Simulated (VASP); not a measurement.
WS2:

```
W S
1.0
     6.60721    0.00000    0.00000
     0.00000    6.60721    0.00000
     0.00000    0.00000    4.36076
W S
2 4
Direct
  0.00000 0.00000 0.00000
  0.50000 0.50000 0.50000
  0.30500 0.30500 0.00000
  0.19500 0.80500 0.50000
  0.80500 0.19500 0.50000
  0.69500 0.69500 0.00000
```

```yaml
Program: VASP 6.6.1
Task: relaxation of cell and atoms
Functional: PBEsol
Potentials_or_basis: VASP PAW PBE potentials, release 64 (W_sv, S)
Cutoff: 600 eV
k_mesh: 4 × 4 × 6
Occupations: fermi-dirac, width 0.03 eV
Spin: no spin polarisation
```

At the start: pressure -23.7 GPa; volume 31.73 Å³/atom.

How do energy, volume and symmetry change on relaxing?

Over 20 steps the energy falls by 1797.3 meV/atom and the volume is 18.00 Å³/atom (-43.3 %); space group P4_2/mnm (No. 136, to 0.1 Å) before and after.

Step by step:
| step | energy change (eV) | largest force (eV/Å) | pressure (GPa) | volume (Å³) |
| --- | --- | --- | --- | --- |
| 1 | 0.0000 | 0.6930 | -23.74 | 190.37 |
| 2 | -5.3430 | 6.7588 | 68.41 | 87.69 |
| 3 | -9.9024 | 1.5367 | -3.57 | 115.51 |
| 4 | -9.9287 | 1.7245 | -1.30 | 113.74 |
| 5 | -9.9308 | 1.8699 | 0.45 | 112.47 |
| 6 | -10.4060 | 0.7769 | 1.16 | 109.39 |
| 7 | -10.5002 | 0.1570 | 2.66 | 107.47 |
| 8 | -10.7439 | 0.4045 | -3.17 | 110.09 |
| 9 | -10.7438 | 0.3952 | -3.03 | 110.02 |
| 10 | -10.7129 | 0.3964 | 4.63 | 105.07 |
| 11 | -10.7828 | 0.0988 | -0.06 | 107.91 |
| 12 | -10.7828 | 0.0913 | 0.00 | 107.86 |
| 13 | -10.7828 | 0.0848 | 0.07 | 107.82 |
| 14 | -10.7837 | 0.0175 | -0.06 | 107.97 |
| 15 | -10.7838 | 0.0030 | -0.09 | 108.02 |
| 16 | -10.7839 | 0.0068 | 0.09 | 107.91 |
| 17 | -10.7839 | 0.0062 | 0.06 | 107.93 |
| 18 | -10.7839 | 0.0056 | 0.06 | 107.94 |
| 19 | -10.7839 | 0.0059 | -0.07 | 108.02 |
| 20 | -10.7839 | 0.0003 | -0.01 | 107.98 |

Final structure:
```
W S
1.0
     5.82719    0.00000    0.00000
     0.00000    5.82719    0.00000
     0.00000    0.00000    3.17987
W S
2 4
Direct
  0.00000 0.00000 0.00000
  0.50000 0.50000 0.50000
  0.28521 0.28521 0.00000
  0.21479 0.78521 0.50000
  0.78521 0.21479 0.50000
  0.71479 0.71479 0.00000
```

Caveat: the volume moved by over 15 % at a fixed basis, so the end points are rough; the PAW data sets were made with another functional, which shifts forces and pressure a little.
